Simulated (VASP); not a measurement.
FeO:

```
Fe O
1.0
     0.00000    2.15540    2.15540
     2.15540    0.00000    2.15540
     2.15540    2.15540    0.00000
Fe O
1 1
Direct
  0.00000 0.00000 0.00000
  0.50000 0.50000 0.50000
```

```yaml
Program: VASP 6.6.1
Task: relaxation of cell and atoms
Functional: revPBE
Dispersion: D4
Potentials_or_basis: VASP PAW PBE potentials, release 64 (Fe, O)
Cutoff: 600 eV
k_mesh: 11 × 11 × 11
Occupations: fermi-dirac, width 0.05 eV
Spin: collinear spin, ferromagnetic start
Starting_moments: "[3.0, 0.0] μB"
```

At the start: pressure -4.8 GPa; volume 10.01 Å³/atom.

**Question.** How do energy, volume and symmetry change on relaxing?

**Answer.** Over 10 steps the energy falls by 3.4 meV/atom and the volume is 9.84 Å³/atom (-1.7 %); space group Fm-3m (No. 225, to 0.1 Å) before and after; moment 4.00 μB per cell.

Step by step:
```tsv
step	energy change (eV)	largest force (eV/Å)	pressure (GPa)	volume (Å³)
1	0.0000	0.0000	-4.78	20.03
2	0.3564	0.0000	6.06	19.17
3	-0.0031	0.0000	49.12	19.64
4	-0.0010	0.0000	-4.48	19.99
5	-0.0051	0.0000	-2.92	19.81
6	-0.0065	0.0000	-2.02	19.73
7	-0.0069	0.0000	0.48	19.68
8	-0.0069	0.0000	-0.60	19.69
9	-0.0069	0.0000	1.00	19.68
10	-0.0069	0.0000	-0.02	19.68
```

Final structure:
```cif
data_structure
_symmetry_space_group_name_H-M 'P 1'
_symmetry_Int_Tables_number 1
_cell_length_a 3.0307
_cell_length_b 3.0307
_cell_length_c 3.0307
_cell_angle_alpha 60.000
_cell_angle_beta 60.000
_cell_angle_gamma 60.000
_cell_volume 19.68
loop_
_atom_site_label
_atom_site_type_symbol
_atom_site_fract_x
_atom_site_fract_y
_atom_site_fract_z
_atom_site_occupancy
Fe1 Fe 0.00000 0.00000 0.00000 1
O1 O 0.50000 0.50000 0.50000 1
```

Caveat: the PAW data sets were made with another functional, which shifts forces and pressure a little; a cell with one magnetic atom can't hold antiferromagnetic order, which such compounds often take.
